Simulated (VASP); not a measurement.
# NaF (Fm-3m) in VASP: further runs, part 2 of 2

VASP 6.6.1. The steps go on from the part before.

**3. Single point, PBE**

This run uses another cell than the first one, of 12.94 Å³/atom.

Contents of INCAR:

```
ALGO     = Normal         # electronic algorithm
EDIFF    = 1E-6           # SCF threshold, eV
ENCUT    = 600            # plane-wave cutoff, eV
GGA      = PE             # functional
GGA_COMPAT= F            
ISIF     = 2              # what is computed and relaxed
ISMEAR   = 0              # smearing method
LASPH    = T              # aspherical terms in the spheres
LCHARG   = F              # write CHGCAR
LREAL    = F              # projectors in reciprocal space
LWAVE    = F              # write WAVECAR
NBANDS   = 14             # bands
NELM     = 120            # most SCF steps
PREC     = Accurate       # precision mode
SIGMA    = 0.1            # smearing width, eV
```

Contents of KPOINTS:

```
k-points
0
Gamma
  6 6 6
```

Contents of POSCAR:

```
NaF
1.0
    0.0000000000      2.3477418696      2.3477418696
    2.3477418696      0.0000000000      2.3477418696
    2.3477418696      2.3477418696      0.0000000000
Na F
1 1
Direct
    0.0000000000      0.0000000000      0.0000000000
    0.5000000000      0.5000000000      0.5000000000
```

Potentials or basis: VASP PAW PBE potentials, release 64 (Na_pv, F).

Started as:

```
> cat potpaw_PBE.64/Na_pv/POTCAR potpaw_PBE.64/F/POTCAR > POTCAR
> mpirun -np 1 vasp_std > vasp.out
```

OUTCAR:

```text
EDIFF = 1E-6
   ENCUT = 600
   GGA = PE
   ISIF = 2
   ISMEAR = 0
   LASPH = T
   LREAL = F
   NELM = 120
   PREC = Accurate

 ion  position               nearest neighbor table
   1  0.000  0.000  0.000-   2 2.35   2 2.35   2 2.35   2 2.35   2 2.35   2 2.35
   2  0.500  0.500  0.500-   1 2.35   1 2.35   1 2.35   1 2.35   1 2.35   1 2.35

  LATTYP: Found a face centered cubic cell.
 ALAT       =     4.6954837392

  Lattice vectors:

 A1 = (   0.0000000000,   2.3477418696,   2.3477418696)
 A2 = (   2.3477418696,   0.0000000000,   2.3477418696)
 A3 = (   2.3477418696,   2.3477418696,   0.0000000000)

Analysis of symmetry for initial positions (statically):
=====================================================================
 Subroutine PRICEL returns:
 Original cell was already a primitive cell.

 Routine SETGRP: Setting up the symmetry group for a
 face centered cubic supercell.

 Subroutine GETGRP returns: Found 48 space group operations
 (whereof 48 operations were pure point group operations)
 out of a pool of 48 trial point group operations.

The static configuration has the point symmetry O_h .

Analysis of symmetry for dynamics (positions and initial velocities):
=====================================================================
 Subroutine PRICEL returns:
 Original cell was already a primitive cell.

 Routine SETGRP: Setting up the symmetry group for a
 face centered cubic supercell.

 Subroutine GETGRP returns: Found 48 space group operations
 (whereof 48 operations were pure point group operations)
 out of a pool of 48 trial point group operations.

The dynamic configuration has the point symmetry O_h .

 Subroutine INISYM returns: Found 48 space group operations
 (whereof 48 operations are pure point group operations),
 and found     1 'primitive' translations

----------------------------------------------------------------------------------------

[... 112 lines left out ...]
   LEPSILON=     F    determine dielectric tensor
   LRPA    =     F    only Hartree local field effects (RPA)
 non-spin polarized calculation
 Gauss-broadening in eV      SIGMA  =   0.10
  energy-cutoff  :      600.00
  volume of cell :       25.88
 maximum number of plane-waves:       881
 NGX is ok and might be reduce to    28
   NGX = 13   NGY = 13   NGZ = 13

 number of electron      14.0000003 magnetization

 Free energy of the ion-electron system (eV)
  ---------------------------------------------------
  ext. energy  EPLUGINS =         0.00000000
  ---------------------------------------------------
  free energy    TOTEN  =        -8.57109709 eV

  energy without entropy =       -8.57109709  energy(sigma->0) =       -8.57109709

 E-fermi :  -1.7427     XC(G=0):  -8.9678

 val. band max:       -2.2534801433   @ k =   0.0000   0.0000   0.0000
 cond. band min:       3.8392214599   @ k =   0.0000   0.0000   0.0000
 fundamental gap:      6.0927016032
 Fermi energy:        -1.7427108626

 k-point     1 :       0.0000    0.0000    0.0000
  band No.  band energies     occupation
      1     -21.3630      2.00000
      2     -21.3185      2.00000
      3     -21.3185      2.00000
      4     -21.3185      2.00000
      5      -2.2535      2.00000
      6      -2.2535      2.00000
      7      -2.2535      2.00000
      8       3.8392      0.00000
      9      16.4413      0.00000
     10      16.4413      0.00000
     11      16.4413      0.00000
     12      19.2267      0.00000
     13      21.3566      0.00000
     14      21.3566      0.00000
[... 241 lines left out ...]
      1     -21.6224      2.00000
      2     -21.4209      2.00000
      3     -21.3833      2.00000
      4     -20.8567      2.00000
      5      -3.2803      2.00000
      6      -2.8688      2.00000
      7      -2.7543      2.00000
      8      10.6353      0.00000
      9      10.7958      0.00000
     10      11.9152      0.00000
     11      14.9899      0.00000
     12      18.7320      0.00000
     13      23.0926      0.00000
     14      23.3409      0.00000

------------------------ aborting loop because EDIFF is reached ----------------------------------------

  FORCE on cell =-STRESS in cart. coord.  units (eV):
  Direction    XX          YY          ZZ          XY          YZ          ZX
  --------------------------------------------------------------------------------------
  -------------------------------------------------------------------------------------
  Total       -0.0139193     -0.0139193     -0.0139193      0.0000000      0.0000000      0.0000000
  in kB       -0.8616789     -0.8616789     -0.8616789      0.0000000      0.0000000      0.0000000
  external PRESSURE =      -0.8616789 kB  Pullay stress =       0.0000000 kB

 VOLUME and BASIS-vectors are now :
 -----------------------------------------------------------------------------
  energy-cutoff  :      600.00
  volume of cell :       25.88
      direct lattice vectors                 reciprocal lattice vectors
     0.000000000  2.347741870  2.347741870    -0.212970602  0.212970602  0.212970602
     2.347741870  0.000000000  2.347741870     0.212970602 -0.212970602  0.212970602
     2.347741870  2.347741870  0.000000000     0.212970602  0.212970602 -0.212970602

 POSITION                                       TOTAL-FORCE (eV/Angst)
 -----------------------------------------------------------------------------------
      0.00000      0.00000      0.00000        -0.000000     -0.000000      0.000000
      2.34774      2.34774      2.34774         0.000000      0.000000     -0.000000
 -----------------------------------------------------------------------------------
    total drift:                                0.000000      0.000000      0.000000

  FREE ENERGIE OF THE ION-ELECTRON SYSTEM (eV)
  ---------------------------------------------------
  free  energy   TOTEN  =        -8.5710970855 eV

  energy  without entropy=       -8.5710970855  energy(sigma->0) =       -8.57109709
```

OSZICAR:

```text
N       E                     dE             d eps       ncg     rms          rms(c)
DAV:   1     0.115337401125E+03    0.11534E+03   -0.82877E+03   448   0.132E+03
DAV:   2    -0.347574215859E+01   -0.11881E+03   -0.11093E+03   484   0.353E+02
DAV:   3    -0.942206976569E+01   -0.59463E+01   -0.59334E+01   568   0.718E+01
DAV:   4    -0.947241160877E+01   -0.50342E-01   -0.50340E-01   466   0.722E+00
DAV:   5    -0.947299234909E+01   -0.58074E-03   -0.58074E-03   586   0.746E-01    0.542E+00
DAV:   6    -0.858056073005E+01    0.89243E+00   -0.31670E+00   526   0.146E+01    0.186E+00
DAV:   7    -0.856916452859E+01    0.11396E-01   -0.32146E-02   448   0.209E+00    0.107E+00
DAV:   8    -0.857050379139E+01   -0.13393E-02   -0.31554E-02   478   0.360E+00    0.161E-01
DAV:   9    -0.857128795772E+01   -0.78417E-03   -0.50881E-03   538   0.661E-01    0.148E-01
DAV:  10    -0.857109866826E+01    0.18929E-03   -0.11071E-03   484   0.365E-01    0.157E-02
DAV:  11    -0.857109663437E+01    0.20339E-05   -0.37814E-05   544   0.886E-02    0.381E-03
DAV:  12    -0.857109708549E+01   -0.45112E-06   -0.19791E-06   490   0.171E-02
   1 F= -.85710971E+01 E0= -.85710971E+01  d E =-.369396E-14
```

stdout:

```text
POSCAR found type information on POSCAR NaF
 POSCAR found :  2 types and       2 ions
 scaLAPACK will be used
 LDA part: xc-table for (Slater+PW92), standard interpolation
 POSCAR, INCAR and KPOINTS ok, starting setup
 FFT: planning ... GRIDC
 FFT: planning ... GRID_SOFT
 FFT: planning ... GRID
 WAVECAR not read
 entering main loop
```

Run time: 14 s. Hardware: 1 thread of Intel Xeon 8259CL, shared host; peak memory 0.15 GiB.

What came out:

```yaml
Free_energy: -8.5711 eV
Pressure: -0.1 GPa
Band_gap_on_the_k_mesh: 6.09 eV
```

**4. Relaxation of cell and atoms, PBE**

Contents of INCAR:

```
SYSTEM = NaF
  PREC = Accurate
  ENCUT = 600
  EDIFF = 1E-7
  ISMEAR = 0
  SIGMA = 0.1
  LREAL = .FALSE.
  LASPH = .TRUE.
  NELM = 120
  ALGO = Normal
  ISIF = 3
  LWAVE = .FALSE.
  LCHARG = .FALSE.
  GGA = PE
  IBRION = 2
  NSW = 60
  EDIFFG = -0.04
  GGA_COMPAT = .FALSE.
  NELMIN = 4
```

Contents of KPOINTS:

```
regular mesh
0
G
  6 6 6
  0 0 0
```

Contents of POSCAR:

```
NaF
1.0
    0.0000000000      2.2858943900      2.2858943900
    2.2858943900      0.0000000000      2.2858943900
    2.2858943900      2.2858943900      0.0000000000
Na F
1 1
Direct
    0.0000000000      0.0000000000      0.0000000000
    0.5000000000      0.5000000000      0.5000000000
```

Started as:

```
> cat potpaw_PBE.64/Na_pv/POTCAR potpaw_PBE.64/F/POTCAR > POTCAR
> mpirun -np 1 vasp_std > vasp.out
```

It took 32 s on 1 thread of Intel Xeon 8259CL, shared host; peak memory 0.15 GiB.

The run converged. Its results:

```yaml
Free_energy: -8.5673 eV
Relaxed_volume: 13.00 Å³/atom
Relaxed_cell: a = 3.326 Å, b = 3.326 Å, c = 3.326 Å, α = 60.00°, β = 60.00°, γ = 60.00°
Space_group_after_relaxing_to_0.1_Å: Fm-3m (No. 225)
Energy_gained_by_relaxing: 12.6 meV/atom
Ionic_steps: 3
Pressure_after_relaxing: -0.2 GPa
Band_gap_on_the_k_mesh: 6.07 eV
```

The path:
| step | energy change (eV) | largest force (eV/Å) | pressure (GPa) | volume (Å³) |
| --- | --- | --- | --- | --- |
| 1 | 0.0000 | 0.0000 | 4.34 | 23.89 |
| 2 | -0.0209 | 0.0000 | 1.66 | 25.02 |
| 3 | -0.0252 | 0.0000 | -0.19 | 26.01 |

Final structure:
```
Na F
1.0
     0.00000    2.35157    2.35157
     2.35157    0.00000    2.35157
     2.35157    2.35157    0.00000
Na F
1 1
Direct
  0.00000 0.00000 0.00000
  0.50000 0.50000 0.50000
```

Levels at points of the mesh, in eV from the valence-band top:
```
           k point  band 5  band 6  band 7  band 8  band 9  band 10
(0.00, 0.00, 0.00)    0.00    0.00    0.00    6.07   18.66    18.66
(0.50, 0.00, 0.00)   -1.49   -0.23   -0.23   10.51   12.09    19.63
(0.50, 0.50, 0.00)   -1.21   -0.38   -0.38   12.79   13.15    13.17
```

**5. Single point, PBE**

This run uses another cell than the first one, of 12.94 Å³/atom.

Contents of INCAR:

```
ALGO     = Normal         # electronic algorithm
EDIFF    = 1E-6           # SCF threshold, eV
ENCUT    = 600            # plane-wave cutoff, eV
GGA      = PE             # functional
GGA_COMPAT= F            
ISIF     = 2              # what is computed and relaxed
ISMEAR   = 0              # smearing method
LASPH    = T              # aspherical terms in the spheres
LCHARG   = F              # write CHGCAR
LREAL    = F              # projectors in reciprocal space
LWAVE    = F              # write WAVECAR
NBANDS   = 14             # bands
NELM     = 120            # most SCF steps
PREC     = Accurate       # precision mode
SIGMA    = 0.1            # smearing width, eV
```

Contents of KPOINTS:

```
k-points
0
Gamma
  6 6 6
```

Contents of POSCAR:

```
NaF
1.0
    0.0000000000      2.3477418508      2.3477418508
    2.3477418508      0.0000000000      2.3477418508
    2.3477418508      2.3477418508      0.0000000000
Na F
1 1
Direct
    0.0000000000      0.0000000000      0.0000000000
    0.5000000000      0.5000000000      0.5000000000
```

Potentials or basis: VASP PAW PBE potentials, release 64 (Na_pv, F).

Started as:

```
> cat potpaw_PBE.64/Na_pv/POTCAR potpaw_PBE.64/F/POTCAR > POTCAR
> mpirun -np 1 vasp_std > vasp.out
```

OUTCAR:

```text
EDIFF = 1E-6
   ENCUT = 600
   GGA = PE
   ISIF = 2
   ISMEAR = 0
   LASPH = T
   LREAL = F
   NELM = 120
   PREC = Accurate

 ion  position               nearest neighbor table
   1  0.000  0.000  0.000-   2 2.35   2 2.35   2 2.35   2 2.35   2 2.35   2 2.35
   2  0.500  0.500  0.500-   1 2.35   1 2.35   1 2.35   1 2.35   1 2.35   1 2.35

  LATTYP: Found a face centered cubic cell.
 ALAT       =     4.6954837016

  Lattice vectors:

 A1 = (   0.0000000000,   2.3477418508,   2.3477418508)
 A2 = (   2.3477418508,   0.0000000000,   2.3477418508)
 A3 = (   2.3477418508,   2.3477418508,   0.0000000000)

Analysis of symmetry for initial positions (statically):
=====================================================================
 Subroutine PRICEL returns:
 Original cell was already a primitive cell.

 Routine SETGRP: Setting up the symmetry group for a
 face centered cubic supercell.

 Subroutine GETGRP returns: Found 48 space group operations
 (whereof 48 operations were pure point group operations)
 out of a pool of 48 trial point group operations.

The static configuration has the point symmetry O_h .

Analysis of symmetry for dynamics (positions and initial velocities):
=====================================================================
 Subroutine PRICEL returns:
 Original cell was already a primitive cell.

 Routine SETGRP: Setting up the symmetry group for a
 face centered cubic supercell.

 Subroutine GETGRP returns: Found 48 space group operations
 (whereof 48 operations were pure point group operations)
 out of a pool of 48 trial point group operations.

The dynamic configuration has the point symmetry O_h .

 Subroutine INISYM returns: Found 48 space group operations
 (whereof 48 operations are pure point group operations),
 and found     1 'primitive' translations

----------------------------------------------------------------------------------------

[... 112 lines left out ...]
   LEPSILON=     F    determine dielectric tensor
   LRPA    =     F    only Hartree local field effects (RPA)
 non-spin polarized calculation
 Gauss-broadening in eV      SIGMA  =   0.10
  energy-cutoff  :      600.00
  volume of cell :       25.88
 maximum number of plane-waves:       881
 NGX is ok and might be reduce to    28
   NGX = 13   NGY = 13   NGZ = 13

 number of electron      14.0000003 magnetization

 Free energy of the ion-electron system (eV)
  ---------------------------------------------------
  ext. energy  EPLUGINS =         0.00000000
  ---------------------------------------------------
  free energy    TOTEN  =        -8.57109709 eV

  energy without entropy =       -8.57109709  energy(sigma->0) =       -8.57109709

 E-fermi :  -1.7427     XC(G=0):  -8.9678

 val. band max:       -2.2534800457   @ k =   0.0000   0.0000   0.0000
 cond. band min:       3.8392216815   @ k =   0.0000   0.0000   0.0000
 fundamental gap:      6.0927017272
 Fermi energy:        -1.7427106361

 k-point     1 :       0.0000    0.0000    0.0000
  band No.  band energies     occupation
      1     -21.3630      2.00000
      2     -21.3185      2.00000
      3     -21.3185      2.00000
      4     -21.3185      2.00000
      5      -2.2535      2.00000
      6      -2.2535      2.00000
      7      -2.2535      2.00000
      8       3.8392      0.00000
      9      16.4413      0.00000
     10      16.4413      0.00000
     11      16.4413      0.00000
     12      19.2267      0.00000
     13      21.3566      0.00000
     14      21.3566      0.00000
[... 241 lines left out ...]
      1     -21.6224      2.00000
      2     -21.4209      2.00000
      3     -21.3833      2.00000
      4     -20.8567      2.00000
      5      -3.2803      2.00000
      6      -2.8688      2.00000
      7      -2.7543      2.00000
      8      10.6353      0.00000
      9      10.7958      0.00000
     10      11.9152      0.00000
     11      14.9899      0.00000
     12      18.7320      0.00000
     13      23.0926      0.00000
     14      23.3409      0.00000

------------------------ aborting loop because EDIFF is reached ----------------------------------------

  FORCE on cell =-STRESS in cart. coord.  units (eV):
  Direction    XX          YY          ZZ          XY          YZ          ZX
  --------------------------------------------------------------------------------------
  -------------------------------------------------------------------------------------
  Total       -0.0139191     -0.0139191     -0.0139191      0.0000000      0.0000000      0.0000000
  in kB       -0.8616674     -0.8616674     -0.8616674      0.0000000      0.0000000      0.0000000
  external PRESSURE =      -0.8616674 kB  Pullay stress =       0.0000000 kB

 VOLUME and BASIS-vectors are now :
 -----------------------------------------------------------------------------
  energy-cutoff  :      600.00
  volume of cell :       25.88
      direct lattice vectors                 reciprocal lattice vectors
     0.000000000  2.347741851  2.347741851    -0.212970604  0.212970604  0.212970604
     2.347741851  0.000000000  2.347741851     0.212970604 -0.212970604  0.212970604
     2.347741851  2.347741851  0.000000000     0.212970604  0.212970604 -0.212970604

 POSITION                                       TOTAL-FORCE (eV/Angst)
 -----------------------------------------------------------------------------------
      0.00000      0.00000      0.00000         0.000000      0.000000      0.000000
      2.34774      2.34774      2.34774        -0.000000     -0.000000     -0.000000
 -----------------------------------------------------------------------------------
    total drift:                                0.000000      0.000000      0.000000

  FREE ENERGIE OF THE ION-ELECTRON SYSTEM (eV)
  ---------------------------------------------------
  free  energy   TOTEN  =        -8.5710970857 eV

  energy  without entropy=       -8.5710970857  energy(sigma->0) =       -8.57109709
```

Run time: 10 s. Hardware: 1 thread of Intel Xeon 8259CL, shared host; peak memory 0.15 GiB.

Results:

* Free energy: -8.5711 eV
* Pressure: -0.1 GPa
* Band gap on the k mesh: 6.09 eV

**6. Summary**

```tsv
task	cell	gap on the mesh (eV)	pressure (GPa)
single point	a = 3.233 Å, angles 60.0°, 2 atoms	6.53	4.3
single point	a = 3.320 Å, angles 60.0°, 2 atoms	6.09	-0.1
relaxation of cell and atoms	relaxed from a = 3.233 Å, angles 60.0°, 2 atoms	6.07	-0.2
```

Alike in all rows: level PBE; potentials or basis VASP PAW PBE potentials, release 64 (Na_pv, F); no spin polarisation; k mesh 6 × 6 × 6; cutoff (eV) 600; smearing gaussian 0.1 eV.

Caveats: the cell stands under pressure (at least some runs).

Total energies depend on the potentials used, so only differences within one code and one set of settings carry meaning.
